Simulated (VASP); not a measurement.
**HfB3: vibrations by perturbation theory with PBE**

HfB3:

```xyz
4
Lattice="3.3920 0.0000 0.0000 0.0000 3.3920 0.0000 0.0000 0.0000 3.3920" Properties=species:S:1:pos:R:3 pbc="T T T"
Hf    0.0000    0.0000    0.0000
B     1.6960    1.6960    0.0000
B     1.6960    0.0000    1.6960
B     0.0000    1.6960    1.6960
```

* Program: VASP 6.6.1
* Task: vibrations by perturbation theory
* Functional: PBE
* Potentials or basis: VASP PAW PBE potentials, release 64 (Hf_pv, B)
* Cutoff: 520 eV
* k mesh: 12 × 12 × 12
* Occupations: fermi-dirac, width 0.15 eV
* Spin: no spin polarisation
* Dipole correction: no
* Further INCAR settings: ALGO = Normal; EDIFF = 1e-08; NBANDS = 18; IBRION = 8; NSW = 1

```json
{
 "Highest phonon frequency at Γ": "533 cm⁻¹",
 "Most unstable mode": "415i cm⁻¹"
}
```

Phonon frequencies in cm⁻¹ (negative: imaginary):
| q point | frequencies |
| --- | --- |
| (0.000, 0.000, 0.000) | -415 -415 -415 0 0 0 479 479 479 533 533 533 |

Wall time 17 min on 1 thread of Intel(R) Xeon(R) Platinum 8259CL CPU @ 2.50GHz (Skylake/Cascade Lake), on a shared host, peak memory 0.57 GiB.

Caveat: some modes are imaginary.
